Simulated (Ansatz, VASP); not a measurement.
## One calculation of Be2C, two programs

The input INCAR:

```
  PREC = Accurate
  ENCUT = 600
  EDIFF = 1E-6
  ISMEAR = 0
  SIGMA = 0.01
  LREAL = F
  LASPH = T
  NELM = 120
  ALGO = Normal
  ISIF = 2
  LWAVE = F
  LCHARG = F
  GGA = PE
  NBANDS = 11
  GGA_COMPAT = F
```

The input KPOINTS:

```
regular mesh
0
Gamma
  8 8 8
```

Contents of POSCAR:

```
Be2C
1.0
    0.0000000000      2.2066380773      2.2066380773
    2.2066380773      0.0000000000      2.2066380773
    2.2066380773      2.2066380773      0.0000000000
Be C
2 1
Direct
    0.7500000000      0.7500000000      0.7500000000
    0.2500000000      0.2500000000      0.2500000000
    0.0000000000      0.0000000000      0.0000000000
```

Input for Ansatz:

```yaml
crystal:
  lattice:
    - [0.0, 2.2066380773, 2.2066380773]
    - [2.2066380773, 0.0, 2.2066380773]
    - [2.2066380773, 2.2066380773, 0.0]
  atoms:
    - { symbol: Be, position: [0.75, 0.75, 0.75] }
    - { symbol: Be, position: [0.25, 0.25, 0.25] }
    - { symbol: C, position: [0.0, 0.0, 0.0] }
kpoints:
  mp_grid: { grid: [8, 8, 8] }
hamiltonian:
  xc: pbe
scf:
  occupations: { method: fixed }
  n_extra_bands: 4
output:
  forces: true
  stress: true
  eigenvalues: true
```

Alike in both runs: task single point; functional PBE; k mesh 8 × 8 × 8; no spin polarisation.

```csv
,VASP,Ansatz
version,VASP 6.6.1,Ansatz 0.2.0
potentials or method,"VASP PAW PBE potentials, release 64 (Be, C)","plane waves, PAW"
plane-wave cutoff (eV),600,420
occupations,"gaussian, width 0.01 eV",fixed
valence electrons in the cell,8,8
```

|  | VASP | Ansatz | Ansatz less VASP |
| --- | --- | --- | --- |
| gap on the k mesh at the Fermi level (eV) | 1.13 | 1.14 | +0.011 |
| pressure (GPa) | -10.4 | -10.6 | -0.22 |
